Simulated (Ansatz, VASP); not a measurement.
Ti: VASP beside Ansatz

Contents of INCAR:

```
PREC     = Accurate       # precision mode
ENCUT    = 520            # plane-wave cutoff, eV
EDIFF    = 1E-7           # SCF threshold, eV
ISMEAR   = 0              # smearing method
SIGMA    = 0.05           # smearing width, eV
LREAL    = False          # projectors in reciprocal space
LASPH    = True           # aspherical terms in the spheres
NELM     = 100            # most SCF steps
ALGO     = Normal         # electronic algorithm
ISIF     = 2              # what is computed and relaxed
LWAVE    = False          # write WAVECAR
LCHARG   = True           # write CHGCAR
GGA      = PE             # functional
LELF     = True           # ELF
LVHAR    = True         
NBANDS   = 12             # bands
```

File KPOINTS:

```
regular mesh
0
Gamma
  11 11 11
```

POSCAR

```
Ti
1.0
   -1.6410000000      1.6410000000      1.6410000000
    1.6410000000     -1.6410000000      1.6410000000
    1.6410000000      1.6410000000     -1.6410000000
Ti
1
Direct
    0.0000000000      0.0000000000      0.0000000000
```

File input.yaml:

```yaml
crystal:
  lattice:
    - [-1.641, 1.641, 1.641]
    - [1.641, -1.641, 1.641]
    - [1.641, 1.641, -1.641]
  atoms:
    - { symbol: Ti, position: [0.0, 0.0, 0.0] }
hamiltonian:
  xc: pbe
  pseudopotentials: { kind: paw }
kpoints:
  mp_grid: { grid: [11, 11, 11] }
scf:
  occupations: { method: gaussian, width: 0.05 }
output:
  forces: true
  stress: true
  eigenvalues: true
  write_density: true
  write_potential: true
  elf: true
  volumetric_format: npy
```

Alike in both runs: task single point; functional PBE; k mesh 11 × 11 × 11; occupations gaussian, width 0.05 eV; no spin polarisation.

|  | VASP | Ansatz |
| --- | --- | --- |
| version | VASP 6.6.1 | Ansatz 0.2.0 |
| potentials or method | VASP PAW PBE potentials, release 64 (Ti_sv) | Ansatz PAW |
| plane-wave cutoff (eV) | 520 | 420 |
| valence electrons in the cell | 12 | 12 |

|  | VASP | Ansatz | Ansatz less VASP |
| --- | --- | --- | --- |
| gap on the k mesh at the Fermi level (eV) | none | none | - |
| pressure (GPa) | -3.0 | -2.7 | +0.23 |

A gap of «none» marks a metal or a gap that the smearing closes.
